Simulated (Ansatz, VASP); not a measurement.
## Ge in VASP and in Ansatz

INCAR

```
SYSTEM = Ge
ALGO     = Normal         ! electronic algorithm
EDIFF    = 1E-8           ! SCF threshold, eV
ENCUT    = 520            ! plane-wave cutoff, eV
GGA      = CA             ! functional
ISIF     = 2              ! what is computed and relaxed
ISMEAR   = -1             ! smearing method
LASPH    = .True.         ! aspherical terms in the spheres
LCHARG   = .False.        ! write CHGCAR
LEFG     = .True.       
LREAL    = .False.        ! projectors in reciprocal space
LWAVE    = .False.        ! write WAVECAR
NBANDS   = 21             ! bands
NELM     = 100            ! most SCF steps
PREC     = Accurate       ! precision mode
SIGMA    = 0.05           ! smearing width, eV
```

Contents of KPOINTS:

```
k-points
0
Gamma
  10 10 10
  0 0 0
```

Contents of POSCAR:

```
Ge
1.0
    0.0848631000      2.8712015500      2.8712015500
    2.8712015500      0.0848631000      2.8712015500
    2.8712015500      2.8712015500      0.0848631000
Ge
2
Direct
    0.5000000000      0.5000000000      0.5000000000
    0.7500000000      0.7500000000      0.7500000000
```

Input for Ansatz:

```yaml
crystal:
  lattice:
    - [0.0848631, 2.87120155, 2.87120155]
    - [2.87120155, 0.0848631, 2.87120155]
    - [2.87120155, 2.87120155, 0.0848631]
  atoms:
    - { symbol: Ge, position: [0.5, 0.5, 0.5] }
    - { symbol: Ge, position: [0.75, 0.75, 0.75] }
kpoints:
  mp_grid: { grid: [10, 10, 10] }
scf:
  occupations: { method: fermi_dirac, width: 0.05 }
hamiltonian:
  xc: lda
  pseudopotentials: { kind: paw }
output:
  forces: true
  stress: true
  eigenvalues: true
  efg: { contact_densities: true }
```

Change from the starting cell: equal xy, yz and zx shear strains of +3 %, PAW files.

Alike in both runs: task electric field gradients; functional LDA; k mesh 10 × 10 × 10; occupations fermi-dirac, width 0.05 eV; no spin polarisation.

```csv
,VASP,Ansatz
version,VASP 6.6.1,Ansatz 0.2.0
potentials or method,"VASP PAW LDA potentials, release 64 (Ge_d)","PAW with Ansatz's default frozen-core files, scalar-relativistic"
plane-wave cutoff (eV),520,420
valence electrons in the cell,28,28
```

VASP gave:

| Item | Value |
| --- | --- |
| pressure (GPa) | -0.9 |
| traceless stress, the component that is largest in VASP (GPa) | -2.26 |
| rms of the force components (eV/Å) | 0.205 |
| size of Vzz on the site where it differs most (V/Å²) | 29.0 |

**Question.** Estimate Ansatz's values.

**Answer.** Pressure (GPa): -1.0; traceless stress, the component that is largest in VASP (GPa): -2.24; rms of the force components (eV/Å): 0.202; size of Vzz on the site where it differs most (V/Å²): 28.5.

LDA's correlation is that of Perdew and Zunger in VASP and of Perdew and Wang (1992) in Ansatz. Atom by atom the forces differ by 0.003 eV/Å (rms over components).
